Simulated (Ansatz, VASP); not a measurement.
**CoSi2: VASP beside Ansatz**

INCAR

```
SYSTEM = CoSi2
PREC = Accurate
ENCUT = 520
EDIFF = 1E-7
ISMEAR = 0
SIGMA = 0.1
LREAL = .False.
LASPH = .True.
NELM = 100
ALGO = Normal
ISIF = 2
LWAVE = .False.
LCHARG = .False.
GGA = PS
NBANDS = 16
```

Contents of KPOINTS:

```
Automatic mesh
0
Gamma
  14 14 14
  0 0 0
```

The input POSCAR:

```
CoSi2
1.0
    0.0000000000      2.6562384335      2.6562384335
    2.6562384335      0.0000000000      2.6562384335
    2.6562384335      2.6562384335      0.0000000000
Co Si
1 2
Direct
    0.0000000000      0.0000000000      0.0000000000
    0.2500000000      0.2500000000      0.2500000000
    0.7500000000      0.7500000000      0.7500000000
```

Input for Ansatz:

```yaml
crystal:
  lattice:
    - [0.0, 2.6562384327, 2.6562384327]
    - [2.6562384327, 0.0, 2.6562384327]
    - [2.6562384327, 2.6562384327, 0.0]
  atoms:
    - { symbol: Co, position: [0.0, 0.0, 0.0] }
    - { symbol: Si, position: [0.25, 0.25, 0.25] }
    - { symbol: Si, position: [0.75, 0.75, 0.75] }
basis:
  ecutwfc: 420
kpoints:
  mp_grid: { grid: [14, 14, 14] }
  band_path:
    path:
      - [[0.0, 0.0, 0.0], [0.5, 0.0, 0.5], [0.625, 0.25, 0.625]]
      - [[0.375, 0.375, 0.75], [0.0, 0.0, 0.0], [0.5, 0.5, 0.5], [0.5, 0.25, 0.75], [0.5, 0.0, 0.5]]
    npoints: 14
hamiltonian:
  xc: pbesol
scf:
  occupations: { method: gaussian, width: 0.1 }
  n_extra_bands: 7
output:
  forces: true
  stress: true
  eigenvalues: true
  populations: true
  dos: { projected: true, de: 0.02, nscf_kmesh: { grid: [21, 21, 21] } }
  bader: true
  write_density: true
  write_potential: true
  elf: true
  volumetric_format: npy
```

Alike in both runs: task single point; functional PBEsol; k mesh 14 × 14 × 14; occupations gaussian, width 0.1 eV; no spin polarisation.

|  | VASP | Ansatz |
| --- | --- | --- |
| version | VASP 6.6.1 | Ansatz 0.2.0 |
| potentials or method | VASP PAW PBE potentials, release 64 (Co, Si), cutoff 520 eV | scalar-relativistic, plane waves, PAW |
| valence electrons in the cell | 17 | 25 |

|  | VASP | Ansatz | Ansatz less VASP |
| --- | --- | --- | --- |
| gap on the k mesh at the Fermi level (eV) | none | none | - |
| pressure (GPa) | 0.1 | 0.0 | -0.10 |

VASP's potentials were made for PBE, not for PBEsol. A gap of «none» marks a metal or a gap that the smearing closes. With one functional, cell and mesh, what is left measures potentials, basis and numerics. VASP's potentials hold 17 valence electrons a cell and Ansatz's 25, so a difference there can come from the potentials and not from the codes.
